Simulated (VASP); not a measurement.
A run of VASP 6.6.1 is set up as follows.

INCAR

```
ALGO = Normal
EDIFF = 1E-8
ENCUT = 520
GGA = CA
IBRION = 8
ISIF = 2
ISMEAR = 0
LASPH = T
LCHARG = F
LEPSILON = T
LREAL = F
LWAVE = F
NBANDS = 17
NELM = 100
NSW = 1
PREC = Accurate
SIGMA = 0.01
```

File KPOINTS:

```
k-points
0
Gamma
  8 8 8
```

The input POSCAR:

```
CdC2
1.0
   -1.7244246339      1.7244246339      2.7415439486
    1.7244246339     -1.7244246339      2.7415439486
    1.7244246339      1.7244246339     -2.7415439486
Cd C
1 2
Direct
    0.0000000000      0.0000000000      0.0000000000
    0.6129800340      0.6129800340      0.0000000000
    0.3870199660      0.3870199660      0.0000000000
```

Potentials or basis: VASP PAW LDA potentials, release 64 (Cd, C).

The run is started by

```bash
$ cat potpaw_LDA.64/Cd/POTCAR potpaw_LDA.64/C/POTCAR > POTCAR
$ mpirun -np 1 vasp_std > vasp.out
```

**Question.** What does it give for the electronic dielectric tensor (diagonal)?

**Answer.** 6.18, 6.18, 7.32.

**Question.** Estimate the Born charges (mean of the diagonal).

**Answer.** Cd +2.43; C -1.21 e.

**Question.** Predict the highest phonon frequency at Γ, LO-TO splitting left out.

**Answer.** 2012 cm⁻¹.

Born effective charge tensors (e):
atom 1, Cd
```
2.66 0.00 0.00
0.00 2.66 0.00
0.00 0.00 1.97
```
atom 2, C
```
-1.33  0.00  0.00
 0.00 -1.33  0.00
 0.00  0.00 -0.99
```
atom 3, C
```
-1.33  0.00  0.00
 0.00 -1.33  0.00
 0.00  0.00 -0.99
```

Caveat: the cell wasn't relaxed at this level first, which shifts response properties.
